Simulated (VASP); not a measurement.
# NaCl (Pm-3m) in VASP: a series of runs

The runs below take NaCl through single point, with PBE.

Everything below comes from runs of VASP 6.6.1. Logs are shortened: lines on timing, memory, paths and dates and some standing lists are left out, and cuts for length are marked.

## 1. The cell of the first run

It takes space group Pm-3m (No. 221, cubic). The conventional cell has a = 2.870 Å, b = 2.870 Å, c = 2.870 Å, α = 90.00°, β = 90.00°, γ = 90.00°. Within 3.3 Å of Na (site symmetry m-3m) lie 8 Cl at 2.49 Å and 6 Na at 2.87 Å. Cl (site symmetry m-3m) has 8 Na at 2.49 Å and 6 Cl at 2.87 Å within 3.3 Å.

## 2. Single point, PBE

INCAR reads:

```
PREC = Accurate
ENCUT = 500
EDIFF = 1E-6
ISMEAR = 0
SIGMA = 0.05
LREAL = False
LASPH = True
NELM = 120
ALGO = Normal
ISIF = 2
LWAVE = False
LCHARG = False
GGA = PE
NBANDS = 14
GGA_COMPAT = False
```

KPOINTS reads:

```
regular mesh
0
Gamma
  8 8 8
```

POSCAR reads:

```
NaCl
1.0
    2.8695017309      0.0000000000      0.0000000000
    0.0000000000      2.8695017309      0.0000000000
    0.0000000000      0.0000000000      2.8695017309
Na Cl
1 1
Direct
    0.0000000000      0.0000000000      0.0000000000
    0.5000000000      0.5000000000      0.5000000000
```

Potentials or basis: VASP PAW PBE potentials, release 64 (Na_pv, Cl).

The run is started by

```console
cat potpaw_PBE.64/Na_pv/POTCAR potpaw_PBE.64/Cl/POTCAR > POTCAR
mpirun -np 1 vasp_std > vasp.out
```

OUTCAR:

```text
PREC = Accurate
   ENCUT = 500
   EDIFF = 1E-6
   ISMEAR = 0
   LREAL = False
   LASPH = True
   NELM = 120
   ISIF = 2
   GGA = PE

 ion  position               nearest neighbor table
   1  0.000  0.000  0.000-   2 2.49   2 2.49   2 2.49   2 2.49   2 2.49   2 2.49   2 2.49   2 2.49

   2  0.500  0.500  0.500-   1 2.49   1 2.49   1 2.49   1 2.49   1 2.49   1 2.49   1 2.49   1 2.49

  LATTYP: Found a simple cubic cell.
 ALAT       =     2.8695017309

  Lattice vectors:

 A1 = (   2.8695017309,   0.0000000000,   0.0000000000)
 A2 = (   0.0000000000,   2.8695017309,   0.0000000000)
 A3 = (   0.0000000000,   0.0000000000,   2.8695017309)

Analysis of symmetry for initial positions (statically):
=====================================================================
 Subroutine PRICEL returns:
 Original cell was already a primitive cell.

 Routine SETGRP: Setting up the symmetry group for a
 simple cubic supercell.

 Subroutine GETGRP returns: Found 48 space group operations
 (whereof 48 operations were pure point group operations)
 out of a pool of 48 trial point group operations.

The static configuration has the point symmetry O_h .

Analysis of symmetry for dynamics (positions and initial velocities):
=====================================================================
 Subroutine PRICEL returns:
 Original cell was already a primitive cell.

 Routine SETGRP: Setting up the symmetry group for a
 simple cubic supercell.

 Subroutine GETGRP returns: Found 48 space group operations
 (whereof 48 operations were pure point group operations)
 out of a pool of 48 trial point group operations.

The dynamic configuration has the point symmetry O_h .

 Subroutine INISYM returns: Found 48 space group operations
 (whereof 48 operations are pure point group operations),
 and found     1 'primitive' translations

----------------------------------------------------------------------------------------

                                     Primitive cell

  volume of cell :      23.6276

  direct lattice vectors                    reciprocal lattice vectors
     2.869501731  0.000000000  0.000000000     0.348492559  0.000000000  0.000000000
     0.000000000  2.869501731  0.000000000     0.000000000  0.348492559  0.000000000
     0.000000000  0.000000000  2.869501731     0.000000000  0.000000000  0.348492559

  length of vectors
     2.869501731  2.869501731  2.869501731     0.348492559  0.348492559  0.348492559

  position of ions in fractional coordinates (direct lattice)
     0.000000000  0.000000000  0.000000000
     0.500000000  0.500000000  0.500000000

  ion indices of the primitive-cell ions
[... 89 lines left out ...]
   EFERMI =   0.00;   METHOD = LEGACY
   ISMEAR =     0;   SIGMA  =   0.05  broadening in eV -4-tet -1-fermi 0-gaus
   EFERMI_NEDOS =   21; number of points for ismear=-14 and -15
   IALGO  =     38    algorithm
   IMIX   =      4    mixing-type and parameters
     AMIX     =   0.40;   BMIX     =  1.00
     AMIX_MAG =   1.60;   BMIX_MAG =  1.00
  volume/ion in A,a.u.               =      11.81        79.72
  Fermi-wavevector in a.u.,A,eV,Ry     =   1.375026  2.598423 25.724500  1.890697
  Thomas-Fermi vector in A             =   2.500400
   LORBIT       =      0    0 simple, 1 ext, 2 COOP (PROOUT), +10 PAW based schemes
   GGA     = PE    functional components
   LHFCALC =     F    Hartree Fock is set to
   AEXX    =    0.0000 exact exchange contribution
   IVDW    =     0    specifies the selected vdW correction
   LEPSILON=     F    determine dielectric tensor
   LRPA    =     F    only Hartree local field effects (RPA)
 non-spin polarized calculation
 Gauss-broadening in eV      SIGMA  =   0.05
  energy-cutoff  :      500.00
  volume of cell :       23.63
 maximum number of plane-waves:       624
 NGX is ok and might be reduce to    24
   NGX = 11   NGY = 11   NGZ = 11

 number of electron      13.9999998 magnetization

 Free energy of the ion-electron system (eV)
  ---------------------------------------------------
  ext. energy  EPLUGINS =         0.00000000
  ---------------------------------------------------
  free energy    TOTEN  =        -4.29286213 eV

  energy without entropy =       -4.29286213  energy(sigma->0) =       -4.29286213

 E-fermi :   6.9042     XC(G=0): -11.3173

 val. band max:        6.6605663054   @ k =   0.5000   0.5000   0.0000
 cond. band min:      11.1160522297   @ k =   0.5000   0.5000   0.0000
 fundamental gap:      4.4554859243
 Fermi energy:         6.9041881956

 k-point     1 :       0.0000    0.0000    0.0000
  band No.  band energies     occupation
      1     -16.0048      2.00000
      2     -16.0048      2.00000
      3     -16.0048      2.00000
      4     -10.2264      2.00000
      5       5.4199      2.00000
      6       5.4199      2.00000
      7       5.4199      2.00000
      8      13.3965      0.00000
      9      13.3965      0.00000
     10      14.0160      0.00000
     11      24.4648      0.00000
     12      24.4648      0.00000
     13      24.4648      0.00000
     14      29.0628      0.00000
[... 377 lines left out ...]
      1     -16.2648      2.00000
      2     -16.2027      2.00000
      3     -15.9827      2.00000
      4      -7.8672      2.00000
      5       1.2113      2.00000
      6       1.9931      2.00000
      7       5.6430      2.00000
      8      12.0551      0.00000
      9      17.3487      0.00000
     10      17.8381      0.00000
     11      18.7627      0.00000
     12      23.8680      0.00000
     13      24.3608      0.00000
     14      28.2778      0.00000

 [... further k-points ...]

------------------------ aborting loop because EDIFF is reached ----------------------------------------

  FORCE on cell =-STRESS in cart. coord.  units (eV):
  Direction    XX          YY          ZZ          XY          YZ          ZX
  --------------------------------------------------------------------------------------
  -------------------------------------------------------------------------------------
  Total        9.2301808      9.2301808      9.2301808      0.0000000      0.0000000     -0.0000000
  in kB      625.8947615    625.8947615    625.8947615      0.0000000      0.0000000     -0.0000000
  external PRESSURE =     625.8947615 kB  Pullay stress =       0.0000000 kB

 VOLUME and BASIS-vectors are now :
 -----------------------------------------------------------------------------
  energy-cutoff  :      500.00
  volume of cell :       23.63
      direct lattice vectors                 reciprocal lattice vectors
     2.869501731  0.000000000  0.000000000     0.348492559  0.000000000  0.000000000
     0.000000000  2.869501731  0.000000000     0.000000000  0.348492559  0.000000000
     0.000000000  0.000000000  2.869501731     0.000000000  0.000000000  0.348492559

 POSITION                                       TOTAL-FORCE (eV/Angst)
 -----------------------------------------------------------------------------------
      0.00000      0.00000      0.00000         0.000000      0.000000      0.000000
      1.43475      1.43475      1.43475         0.000000      0.000000      0.000000
 -----------------------------------------------------------------------------------
    total drift:                                0.000000     -0.000000     -0.000000

  FREE ENERGIE OF THE ION-ELECTRON SYSTEM (eV)
  ---------------------------------------------------
  free  energy   TOTEN  =        -4.2928621297 eV

  energy  without entropy=       -4.2928621297  energy(sigma->0) =       -4.29286213
```

Run time: 7 s. Hardware: 1 thread of Intel Xeon 8259CL, shared host; peak memory 0.13 GiB.

Results:

```yaml
Free_energy: -4.2929 eV
Pressure: 62.6 GPa
Band_gap_on_the_k_mesh: 4.46 eV
```

Levels at points of the mesh, in eV from the valence-band top:
```
           k point  band 4  band 5  band 6  band 7  band 8  band 9  band 10  band 11
(0.00, 0.00, 0.00)  -16.89   -1.24   -1.24   -1.24    6.74    6.74     7.36    17.80
(0.50, 0.00, 0.00)  -15.27   -6.80   -0.77   -0.77    9.26    9.32    12.76    12.76
(0.50, 0.50, 0.00)  -14.53   -5.27   -5.27    0.00    4.46   10.74    12.82    12.82
(0.50, 0.50, 0.50)  -13.35   -4.71   -4.71   -4.71    6.37    6.37     6.37    17.01
```

Caveat: the cell stands under pressure.

## 3. Single point, PBE (13.23 Å³/atom)

This run uses another cell than the first one, of 13.23 Å³/atom.

INCAR reads:

```
SYSTEM = NaCl
  ALGO = Normal
  EDIFF = 1E-6
  ENCUT = 500
  GGA = PE
  GGA_COMPAT = .False.
  ISIF = 2
  ISMEAR = 0
  LASPH = .True.
  LCHARG = .False.
  LREAL = .False.
  LWAVE = .False.
  NBANDS = 14
  NELM = 120
  PREC = Accurate
  SIGMA = 0.05
```

KPOINTS reads:

```
k-points
0
Gamma
  8 8 8
  0 0 0
```

POSCAR reads:

```
NaCl
1.0
    2.9799741626      0.0000000000      0.0000000000
    0.0000000000      2.9799741626      0.0000000000
    0.0000000000      0.0000000000      2.9799741626
Na Cl
1 1
Direct
    0.0000000000      0.0000000000      0.0000000000
    0.5000000000      0.5000000000      0.5000000000
```

Potentials or basis: VASP PAW PBE potentials, release 64 (Na_pv, Cl).

The run is started by

```console
cat potpaw_PBE.64/Na_pv/POTCAR potpaw_PBE.64/Cl/POTCAR > POTCAR
mpirun -np 1 vasp_std > vasp.out
```

It took 7 s on 1 thread of Intel Xeon 8259CL, shared host; peak memory 0.13 GiB.

Results (log left out):

```
Free energy            : -5.1781 eV
Pressure               : 39.1 GPa
Band gap on the k mesh : 4.85 eV
```

Levels at points of the mesh, in eV from the valence-band top:
| k point | band 4 | band 5 | band 6 | band 7 | band 8 | band 9 | band 10 | band 11 |
| --- | --- | --- | --- | --- | --- | --- | --- | --- |
| (0.00, 0.00, 0.00) | -15.96 | -1.05 | -1.05 | -1.05 | 6.45 | 7.31 | 7.31 | 17.49 |
| (0.50, 0.00, 0.00) | -14.72 | -5.86 | -0.63 | -0.63 | 8.74 | 9.73 | 12.57 | 12.68 |
| (0.50, 0.50, 0.00) | -14.06 | -4.55 | -4.55 | 0.00 | 4.85 | 10.65 | 12.91 | 12.91 |
| (0.50, 0.50, 0.50) | -13.15 | -3.97 | -3.97 | -3.97 | 6.65 | 6.65 | 6.65 | 15.90 |

Caveat: the cell stands under pressure. A k mesh can miss the band edges.

## 4. Single point, PBE (13.89 Å³/atom)

This run uses another cell than the first one, of 13.89 Å³/atom.

INCAR reads:

```
SYSTEM = NaCl
ALGO     = Normal         ! electronic algorithm
EDIFF    = 1E-6           ! SCF threshold, eV
ENCUT    = 500            ! plane-wave cutoff, eV
GGA      = PE             ! functional
GGA_COMPAT= .FALSE.      
ISIF     = 2              ! what is computed and relaxed
ISMEAR   = 0              ! smearing method
LASPH    = .TRUE.         ! aspherical terms in the spheres
LCHARG   = .FALSE.        ! write CHGCAR
LREAL    = .FALSE.        ! projectors in reciprocal space
LWAVE    = .FALSE.        ! write WAVECAR
NBANDS   = 14             ! bands
NELM     = 120            ! most SCF steps
PREC     = Accurate       ! precision mode
SIGMA    = 0.05           ! smearing width, eV
```

KPOINTS reads:

```
k-points
0
G
  8 8 8
  0 0 0
```

POSCAR reads:

```
NaCl
1.0
    3.0288348823      0.0000000000      0.0000000000
    0.0000000000      3.0288348823      0.0000000000
    0.0000000000      0.0000000000      3.0288348823
Na Cl
1 1
Direct
    0.0000000000      0.0000000000      0.0000000000
    0.5000000000      0.5000000000      0.5000000000
```

The run is started by

```console
cat potpaw_PBE.64/Na_pv/POTCAR potpaw_PBE.64/Cl/POTCAR > POTCAR
mpirun -np 1 vasp_std > vasp.out
```

It took 6.5 s on 1 thread of Intel Xeon 8259CL, shared host; peak memory 0.14 GiB.

Results (log left out):

- Free energy: -5.4690 eV
- Pressure: 31.4 GPa
- Band gap on the k mesh: 4.99 eV

Levels at points of the mesh, in eV from the valence-band top:
```csv
k point,band 5,band 6,band 7,band 8,band 9,band 10
"(0.00, 0.00, 0.00)",-0.98,-0.98,-0.98,6.10,7.52,7.52
"(0.50, 0.00, 0.00)",-5.48,-0.57,-0.57,8.53,9.88,12.10
"(0.50, 0.50, 0.00)",-4.26,-4.26,0.00,4.99,10.60,12.93
"(0.50, 0.50, 0.50)",-3.68,-3.68,-3.68,6.74,6.74,6.74
```

Caveat: the cell stands under pressure.

## 5. Single point, PBE (14.59 Å³/atom)

This run uses another cell than the first one, of 14.59 Å³/atom.

INCAR reads:

```
SYSTEM = NaCl
PREC = Accurate
ENCUT = 500
EDIFF = 1E-6
ISMEAR = 0
SIGMA = 0.05
LREAL = .FALSE.
LASPH = .TRUE.
NELM = 120
ALGO = Normal
ISIF = 2
LWAVE = .FALSE.
LCHARG = .TRUE.
GGA = PE
LELF = .TRUE.
LVHAR = .TRUE.
NBANDS = 14
GGA_COMPAT = .FALSE.
```

KPOINTS reads:

```
regular mesh
0
G
  8 8 8
  0 0 0
```

POSCAR reads:

```
NaCl
1.0
    3.0784967398      0.0000000000      0.0000000000
    0.0000000000      3.0784967398      0.0000000000
    0.0000000000      0.0000000000      3.0784967398
Na Cl
1 1
Direct
    0.0000000000      0.0000000000      0.0000000000
    0.5000000000      0.5000000000      0.5000000000
```

The run is started by

```console
cat potpaw_PBE.64/Na_pv/POTCAR potpaw_PBE.64/Cl/POTCAR > POTCAR
mpirun -np 1 vasp_std > vasp.out
```

Run time: 6.7 s. Hardware: 1 thread of Intel Xeon 8259CL, shared host; peak memory 0.13 GiB.

Results (log left out):

- Free energy: -5.7133 eV
- Pressure: 24.9 GPa
- Band gap on the k mesh: 5.11 eV

Levels at points of the mesh, in eV from the valence-band top:
| k point | band 5 | band 6 | band 7 | band 8 | band 9 | band 10 |
| --- | --- | --- | --- | --- | --- | --- |
| (0.00, 0.00, 0.00) | -0.91 | -0.91 | -0.91 | 5.78 | 7.71 | 7.71 |
| (0.50, 0.00, 0.00) | -5.13 | -0.52 | -0.52 | 8.33 | 10.01 | 11.64 |
| (0.50, 0.50, 0.00) | -3.98 | -3.98 | 0.00 | 5.11 | 10.54 | 12.94 |
| (0.50, 0.50, 0.50) | -3.42 | -3.42 | -3.42 | 6.83 | 6.83 | 6.83 |

Caveat: the cell stands under pressure. Expect the measured gap to be larger: semilocal functionals such as PBE lack the derivative discontinuity.

## 6. Single point, PBE (16.34 Å³/atom)

This run uses another cell than the first one, of 16.34 Å³/atom.

INCAR reads:

```
SYSTEM = NaCl
PREC     = Accurate       ! precision mode
ENCUT    = 500            ! plane-wave cutoff, eV
EDIFF    = 1E-6           ! SCF threshold, eV
ISMEAR   = 0              ! smearing method
SIGMA    = 0.05           ! smearing width, eV
LREAL    = .False.        ! projectors in reciprocal space
LASPH    = .True.         ! aspherical terms in the spheres
NELM     = 120            ! most SCF steps
ALGO     = Normal         ! electronic algorithm
ISIF     = 2              ! what is computed and relaxed
LWAVE    = .False.        ! write WAVECAR
LCHARG   = .False.        ! write CHGCAR
GGA      = PE             ! functional
NBANDS   = 14             ! bands
GGA_COMPAT= .False.
```

KPOINTS reads:

```
regular mesh
0
Gamma
  8 8 8
  0 0 0
```

POSCAR reads:

```
NaCl
1.0
    3.1970152328      0.0000000000      0.0000000000
    0.0000000000      3.1970152328      0.0000000000
    0.0000000000      0.0000000000      3.1970152328
Na Cl
1 1
Direct
    0.0000000000      0.0000000000      0.0000000000
    0.5000000000      0.5000000000      0.5000000000
```

Potentials or basis: VASP PAW PBE potentials, release 64 (Na_pv, Cl).

The run is started by

```console
cat potpaw_PBE.64/Na_pv/POTCAR potpaw_PBE.64/Cl/POTCAR > POTCAR
mpirun -np 1 vasp_std > vasp.out
```

Wall time 8.5 s (1 thread of Intel Xeon 8259CL, shared host); peak memory 0.13 GiB.

Results (log left out):

```
Free energy            : -6.1253 eV
Pressure               : 13.6 GPa
Band gap on the k mesh : 5.13 eV (least direct gap 5.33 eV)
```

Levels at points of the mesh, in eV from the valence-band top:
```csv
k point,band 4,band 5,band 6,band 7,band 8,band 9,band 10,band 11
"(0.00, 0.00, 0.00)",-14.58,-0.76,-0.76,-0.76,5.13,8.07,8.07,16.85
"(0.50, 0.00, 0.00)",-13.85,-4.38,-0.42,-0.42,7.88,10.25,10.64,12.42
"(0.50, 0.50, 0.00)",-13.37,-3.39,-3.39,0.00,5.33,10.39,12.91,12.91
"(0.50, 0.50, 0.50)",-12.83,-2.86,-2.86,-2.86,6.99,6.99,6.99,13.96
```

Caveat: the cell stands under pressure.

## 7. Overview

```csv
cell,gap on the mesh (eV),pressure (GPa)
"a = 2.870 Å, 2 atoms",4.46,62.6
"a = 2.980 Å, 2 atoms",4.85,39.1
"a = 3.029 Å, 2 atoms",4.99,31.4
"a = 3.078 Å, 2 atoms",5.11,24.9
"a = 3.197 Å, 2 atoms",5.13,13.6
```

Alike in all rows: task single point; level PBE; potentials or basis VASP PAW PBE potentials, release 64 (Na_pv, Cl); no spin polarisation; k mesh 8 × 8 × 8; cutoff (eV) 500; smearing gaussian 0.05 eV.

Caveats: the cell stands under pressure.

Total energies depend on the potentials used, so only differences within one code and one set of settings carry meaning.
